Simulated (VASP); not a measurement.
SiO2 (Stishovite), 6 atoms in the cell. It takes space group P4_2/mnm (No. 136, tetragonal). The conventional cell has a = 4.236 Å, b = 4.236 Å, c = 2.691 Å, α = 90.00°, β = 90.00°, γ = 90.00°. Si (site symmetry mmm) has 6 O at 1.77 to 1.84 Å within 2.4 Å. Within 2.4 Å of O (site symmetry m2m) lie 3 Si at 1.77 to 1.84 Å and 1 O at 2.31 Å. 

| Item | Value |
| --- | --- |
| Program | VASP 6.6.1 |
| Task | relaxation of cell and atoms |
| Functional | r2SCAN |
| Potentials or basis | VASP PAW PBE potentials, release 64 (Si, O) |
| Cutoff | 600 eV |
| k mesh | 6 × 6 × 8 |
| Occupations | gaussian, width 0.02 eV |
| Spin | no spin polarisation |
| Dipole correction | no |
| Further INCAR settings | ALGO = Normal; EDIFF = 1e-06; IBRION = 2; EDIFFG = -0.005; NSW = 70; ISIF = 3 |

Potentials or basis: VASP PAW PBE potentials, release 64 (Si, O).

Launch:

```console
$ cat potpaw_PBE.64/Si/POTCAR potpaw_PBE.64/O/POTCAR > POTCAR
$ cp INCAR.step1 INCAR
$ mpirun -np 1 vasp_std > vasp.out
$ cp INCAR.step2 INCAR
$ mpirun -np 1 vasp_std > vasp.out
```

Hardware: 1 thread of AMD EPYC 7R13 (shared host).

**Question.** How long does it take, and how much memory?

**Answer.** It took 38 min on 1 thread of AMD EPYC 7R13, with other jobs on the host, peak memory 0.18 GiB. Counts: k points 50, ion steps 12.
